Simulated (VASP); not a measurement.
# Si (P1) in VASP: further runs, part 2 of 2

VASP 6.6.1.

## Step 3: Single point, PBE

INCAR

```
SYSTEM = Si
ALGO = Normal
EDIFF = 1E-6
ENCUT = 500
GGA = PE
GGA_COMPAT = .False.
ISIF = 2
ISMEAR = 0
LASPH = .True.
LCHARG = .False.
LREAL = Auto
LWAVE = .False.
NBANDS = 326
NELM = 120
PREC = Accurate
SIGMA = 0.01
```

KPOINTS

```
k-points
0
Gamma
  1 1 1
  0 0 0
```

POSCAR is that of step 2.

Potentials or basis: VASP PAW PBE potentials, release 64 (Si).

On the command line:

```bash
cat potpaw_PBE.64/Si/POTCAR > POTCAR
mpirun -np 1 vasp_gam > vasp.out
```

OUTCAR:

```text
SYSTEM = Si
   EDIFF = 1E-6
   ENCUT = 500
   GGA = PE
   ISIF = 2
   ISMEAR = 0
   LASPH = .True.
   LREAL = Auto
   NELM = 120
   PREC = Accurate

 ion  position               nearest neighbor table
   1  0.069  0.061  0.064-  34 2.31   4 2.34  10 2.38   2 2.44
   2  0.000  0.002  0.996-   7 2.30  97 2.31  25 2.39   1 2.44
   3  0.061  0.061  0.310-   4 2.34  12 2.37   6 2.38  36 2.42
   4  0.998  0.999  0.249-   3 2.34   1 2.34  27 2.35  99 2.39
   5  0.060  0.064  0.561-  14 2.35  38 2.37   8 2.38   6 2.40
   6  0.992  0.003  0.499- 101 2.27   3 2.38   5 2.40  29 2.41
[... 120 lines left out ...]
 127  0.811  0.816  0.809- 104 2.32 128 2.34 122 2.38  32 2.40
 128  0.750  0.751  0.749- 127 2.34  95 2.37 119 2.37 125 2.38

  LATTYP: Found a face centered cubic cell.
 ALAT       =    21.7748080000

  Lattice vectors:

 A1 = (   0.0000000000,  10.8874040000,  10.8874040000)
 A2 = (  10.8874040000,   0.0000000000,  10.8874040000)
 A3 = (  10.8874040000,  10.8874040000,   0.0000000000)

Analysis of symmetry for initial positions (statically):
=====================================================================
 Subroutine PRICEL returns:
 Original cell was already a primitive cell.

 Routine SETGRP: Setting up the symmetry group for a
 face centered cubic supercell.

 Subroutine GETGRP returns: Found  1 space group operations
 (whereof  1 operations were pure point group operations)
 out of a pool of 48 trial point group operations.

The static configuration has the point symmetry C_1 .

Analysis of symmetry for dynamics (positions and initial velocities):
=====================================================================
 Subroutine PRICEL returns:
 Original cell was already a primitive cell.

 Routine SETGRP: Setting up the symmetry group for a
 face centered cubic supercell.

 Subroutine GETGRP returns: Found  1 space group operations
 (whereof  1 operations were pure point group operations)
 out of a pool of 48 trial point group operations.

The dynamic configuration has the point symmetry C_1 .

 Subroutine INISYM returns: Found  1 space group operations
 (whereof  1 operations are pure point group operations),
 and found     1 'primitive' translations

----------------------------------------------------------------------------------------

                                     Primitive cell

  volume of cell :    2581.0892

  direct lattice vectors                    reciprocal lattice vectors
     0.000000000 10.887404000 10.887404000    -0.045924630  0.045924630  0.045924630
    10.887404000  0.000000000 10.887404000     0.045924630 -0.045924630  0.045924630
    10.887404000 10.887404000  0.000000000     0.045924630  0.045924630 -0.045924630

  length of vectors
    15.397114396 15.397114396 15.397114396     0.079543792  0.079543792  0.079543792

  position of ions in fractional coordinates (direct lattice)
     0.068574000  0.060778000  0.063526000
     0.000381000  0.002170000  0.996357000
     0.061422000  0.060548000  0.309708000
     0.997808000  0.998669000  0.249255000
     0.060144000  0.063596000  0.561078000
     0.991692000  0.003093000  0.498982000
[... 120 lines left out ...]
     0.811151000  0.816009000  0.809286000
     0.750329000  0.750892000  0.749470000

  ion indices of the primitive-cell ions
   primitive index   ion index
                 1           1
                 2           2
                 3           3
                 4           4
                 5           5
                 6           6
[... 85 lines left out ...]
                92          92
                93          93
   k-points           NKPTS =      1   k-points in BZ     NKDIM =      1   number of bands    NBANDS=    326
   number of dos      NEDOS =    301   number of ions     NIONS =    128
   total plane-waves  NPLWV = ******
   dimension x,y,z NGX =   112 NGY =  112 NGZ =  112
   dimension x,y,z NGXF=   224 NGYF=  224 NGZF=  224
   ions per type =             128
   NGX,Y,Z   is equivalent  to a cutoff of  12.09, 12.09, 12.09 a.u.
   NGXF,Y,Z  is equivalent  to a cutoff of  24.19, 24.19, 24.19 a.u.
 SYSTEM =  Si
   PREC   = accura    normal or accurate (medium, high low for compatibility)
   ISTART =      0    job   : 0-new  1-cont  2-samecut
   ICHARG =      2    charge: 1-file 2-atom 10-const
   ISPIN  =      1    spin polarized calculation?
   LNONCOLLINEAR =      F non collinear calculations
   LSORBIT =      F    spin-orbit coupling
   LASPH  =      T    aspherical Exc in radial PAW
   ENCUT  =  500.0 eV  36.75 Ry    6.06 a.u.  28.07 28.07 28.07*2*pi/ulx,y,z
   NELM   =    120;   NELMIN=  2; NELMDL= -5     # of ELM steps
   EDIFF  = 0.1E-05   stopping-criterion for ELM
   LREAL  =      T    real-space projection
   EDIFFG = 0.1E-04   stopping-criterion for IOM
   NSW    =      0    number of steps for IOM
   IBRION =     -1    ionic relax: 0-MD 1-quasi-New 2-CG
   NFREE  =      0    steps in history (QN), initial steepest desc. (CG)
   ISIF   =      2    stress and relaxation
   ISYM   =      2    0-nonsym 1-usesym 2-fastsym
   POTIM  = 0.5000    time-step for ionic-motion
   TEBEG  =    0.0;   TEEND  =   0.0 temperature during run
   PSTRESS=    0.0 pullay stress
   NELECT =     512.0000    total number of electrons
   NUPDOWN=      -1.0000    fix difference up-down
   EMIN   =  10.00;   EMAX   =-10.00  energy-range for DOS
   EFERMI =   0.00;   METHOD = LEGACY
   ISMEAR =     0;   SIGMA  =   0.01  broadening in eV -4-tet -1-fermi 0-gaus
   EFERMI_NEDOS =   21; number of points for ismear=-14 and -15
   IALGO  =     38    algorithm
   IMIX   =      4    mixing-type and parameters
     AMIX     =   0.40;   BMIX     =  1.00
     AMIX_MAG =   1.60;   BMIX_MAG =  1.00
  volume/ion in A,a.u.               =      20.16       136.08
  Fermi-wavevector in a.u.,A,eV,Ry     =   0.954766  1.804247 12.402785  0.911579
  Thomas-Fermi vector in A             =   2.083543
   LORBIT       =      0    0 simple, 1 ext, 2 COOP (PROOUT), +10 PAW based schemes
   GGA     = PE    functional components
   LHFCALC =     F    Hartree Fock is set to
   AEXX    =    0.0000 exact exchange contribution
   IVDW    =     0    specifies the selected vdW correction
   LEPSILON=     F    determine dielectric tensor
   LRPA    =     F    only Hartree local field effects (RPA)
 non-spin polarized calculation
 Gauss-broadening in eV      SIGMA  =   0.01
  energy-cutoff  :      500.00
  volume of cell :     2581.09
 maximum number of plane-waves:     32774
   NGX = 57   NGY = 57   NGZ = 57

 number of electron     512.0000000 magnetization

 Free energy of the ion-electron system (eV)
  ---------------------------------------------------
  ext. energy  EPLUGINS =         0.00000000
  ---------------------------------------------------
  free energy    TOTEN  =      -677.89783852 eV

  energy without entropy =     -677.89783852  energy(sigma->0) =     -677.89783852

 E-fermi :   5.9135     XC(G=0):  -9.3557

 val. band max:        5.8580602383   @ k =   0.0000   0.0000   0.0000
 cond. band min:       6.3974903595   @ k =   0.0000   0.0000   0.0000
 fundamental gap:      0.5394301213
 Fermi energy:         5.9134835738

 k-point     1 :       0.0000    0.0000    0.0000
  band No.  band energies     occupation
      1      -6.1449      2.00000
      2      -5.4107      2.00000
      3      -5.3944      2.00000
      4      -5.3875      2.00000
      5      -5.3602      2.00000
      6      -5.3516      2.00000
[... 260 lines left out ...]
    267       6.9102      0.00000
    268       6.9128      0.00000
 [bands above 268 left out]

------------------------ aborting loop because EDIFF is reached ----------------------------------------

  FORCE on cell =-STRESS in cart. coord.  units (eV):
  Direction    XX          YY          ZZ          XY          YZ          ZX
  --------------------------------------------------------------------------------------
  -------------------------------------------------------------------------------------
  Total       36.7043454     36.3854058     36.9839644      2.7744035      6.8360866      1.8235122
  in kB       22.7837420     22.5857644     22.9573118      1.7221747      4.2434113      1.1319213
  external PRESSURE =      22.7756061 kB  Pullay stress =       0.0000000 kB

 VOLUME and BASIS-vectors are now :
 -----------------------------------------------------------------------------
  energy-cutoff  :      500.00
  volume of cell :     2581.09
      direct lattice vectors                 reciprocal lattice vectors
     0.000000000 10.887404000 10.887404000    -0.045924630  0.045924630  0.045924630
    10.887404000  0.000000000 10.887404000     0.045924630 -0.045924630  0.045924630
    10.887404000 10.887404000  0.000000000     0.045924630  0.045924630 -0.045924630

 POSITION                                       TOTAL-FORCE (eV/Angst)
 -----------------------------------------------------------------------------------
      1.35335      1.43823      1.40831        -0.024594     -1.005201     -0.498465
     10.87137     10.85189      0.02777         0.170114      0.940576      0.139730
      4.03113      4.04064      1.32794         0.271858      0.446376      0.359990
     13.58665     13.57728     21.73645         0.126988     -0.052382     -0.146176
      6.80108      6.76349      1.34721        -0.084926     -0.103515     -0.247939
      5.46629     16.22957     10.83063        -0.769781      1.041240      0.552346
[... 120 lines left out ...]
     17.69524     17.64235     17.71555        -0.048956      0.580398     -0.268000
     16.33505     16.32892     16.34440        -0.111352     -0.145305     -0.116962
 -----------------------------------------------------------------------------------
    total drift:                               -0.038542      0.003095     -0.023252

  FREE ENERGIE OF THE ION-ELECTRON SYSTEM (eV)
  ---------------------------------------------------
  free  energy   TOTEN  =      -677.8978385226 eV

  energy  without entropy=     -677.8978385226  energy(sigma->0) =     -677.89783852
```

It took 14 min on 1 thread of Intel Xeon 6975P-C (Granite Rapids), shared host; peak memory 2.1 GiB.

What came out:

```
Free energy   : -677.8978 eV
Pressure      : 2.3 GPa
Largest force : 3.711 eV/Å
```

Forces on the atoms (eV/Å):
```
Si  -0.025 -1.005 -0.498
Si   0.170  0.941  0.140
Si   0.272  0.446  0.360
Si   0.127 -0.052 -0.146
Si  -0.085 -0.104 -0.248
Si  -0.770  1.041  0.552
Si  -0.427 -0.217  0.377
Si   0.480 -0.589  0.630
Si  -0.526  1.348 -0.299
Si  -0.077 -0.196 -0.339
Si   0.562  0.981 -0.626
Si  -0.668 -0.609 -0.444
Si  -0.125 -1.362 -0.438
Si  -0.015  0.883  1.038
Si  -0.931 -0.084 -0.318
Si   0.690  0.613  0.125
Si   0.333  0.926  0.117
Si   0.557 -0.710  0.646
Si  -1.434 -0.191 -0.159
Si   0.938 -0.074  1.508
Si   0.464 -0.284  0.211
Si   0.086 -0.211 -0.855
Si   0.195 -0.784 -0.171
Si   0.135  0.183 -0.037
Si   0.038  0.321  0.569
Si  -0.326 -0.203  0.082
Si  -0.111  0.786  0.818
Si  -0.047 -0.088 -0.254
Si  -0.066 -0.464  0.240
Si  -0.009  0.581  0.260
Si  -1.145  0.056 -0.875
Si   0.552  0.324 -0.043
Si   0.200  0.632 -0.354
Si  -0.324  0.163 -0.092
Si  -0.301 -0.754 -0.439
Si  -0.317 -0.074 -0.476
Si   0.359 -0.023 -0.011
Si  -0.157 -0.091 -0.318
Si  -0.129  0.162  0.160
Si  -0.334  0.097 -0.351
Si   0.497  0.526  1.935
Si  -0.631 -1.263 -0.643
Si   0.245 -0.817  0.685
Si   0.350  0.728 -0.088
Si   0.089  0.626  0.420
Si  -0.847  0.249 -0.225
Si   0.461 -0.233 -0.436
Si   0.391 -0.221  0.087
Si   0.719  0.225 -0.420
Si  -0.646 -0.335 -0.501
Si   0.277  0.017 -0.097
Si  -0.557 -0.253 -0.539
Si  -1.038 -0.410  1.434
Si  -0.259  0.087  0.332
Si  -0.464  0.769 -0.404
Si   0.584  1.451  0.086
Si   0.150  0.094 -0.027
Si  -0.101 -0.452  0.074
Si   0.933  0.045  0.325
Si   0.032 -0.739 -0.565
Si   1.426  1.449  1.538
Si  -1.576 -1.804 -1.536
Si   0.759 -0.418 -0.430
Si   0.338 -0.373  0.257
Si   0.059  0.049  0.542
Si   0.224  0.111  0.029
Si   0.208  1.151  1.459
Si  -0.813 -0.346 -0.551
Si  -0.124 -0.730 -1.039
Si   0.370  0.564  0.040
Si   0.826 -0.148 -0.427
Si  -0.583 -0.481 -0.593
Si   0.952  0.985  0.303
Si  -1.300 -1.551 -1.535
Si  -0.233 -0.387 -0.704
Si   0.073  0.006 -0.094
Si  -0.865 -1.505 -0.071
Si   1.473  0.342  0.540
Si   0.685  0.011 -0.261
Si   0.534  1.024  0.314
Si  -0.673 -0.012 -0.525
Si   0.162 -0.012  1.092
Si  -0.794 -1.250 -0.427
Si   0.462  0.317  0.813
Si   1.147  1.129  0.800
Si   0.208 -0.220 -1.687
Si   1.806  2.005  1.416
Si  -1.967 -2.449 -1.977
Si  -0.765 -1.420 -0.672
Si   0.831  0.851  0.764
Si   0.172  0.105 -0.439
Si   0.470  0.798  0.514
Si  -0.716 -1.121 -0.201
Si  -0.228  0.027  0.222
Si  -0.327 -0.525  0.143
Si   0.389  1.067  0.347
Si   0.373 -0.579 -0.478
Si   0.075  0.261 -0.062
Si   0.691  0.001  1.228
Si   0.149 -1.237 -0.439
Si   1.803 -0.120  0.503
Si  -1.034  0.307 -0.275
Si   0.653 -0.059  0.477
Si  -1.043  0.041  0.850
Si  -0.725  0.130  0.065
Si  -0.488  0.394 -0.051
Si   1.599  1.335  0.973
Si  -1.572 -0.087 -1.287
Si   0.482 -0.406  0.238
Si  -1.313  0.180 -0.386
Si   0.680  0.089  0.526
Si  -0.977  0.096 -0.407
Si  -0.242 -0.327 -1.016
Si   1.239  0.201  0.318
Si  -0.825 -0.186 -1.336
Si   0.370  0.534  1.156
Si   1.251  1.759  0.813
Si  -0.901 -1.003 -0.860
Si  -0.060 -0.228  0.643
Si  -1.120 -0.922 -0.468
Si   0.642 -0.182 -0.115
Si  -0.269  0.383  0.636
Si   0.177  0.422 -0.556
Si  -0.236 -0.606  0.053
Si   0.266 -0.279 -0.580
Si  -0.089  0.001  0.783
Si  -0.049  0.580 -0.268
Si  -0.111 -0.145 -0.117
```

Levels at points of the mesh, in eV from the Fermi level:
```csv
k point,band 253,band 254,band 255,band 256,band 257,band 258,band 259,band 260
"(0.00, 0.00, 0.00)",-0.68,-0.11,-0.08,-0.06,0.48,0.54,0.56,0.59
```

Caveat: the k points lie up to 0.50 Å⁻¹ apart; forces of over 1 eV/Å act on the atoms, so gaps and moduli don't describe the material at rest.
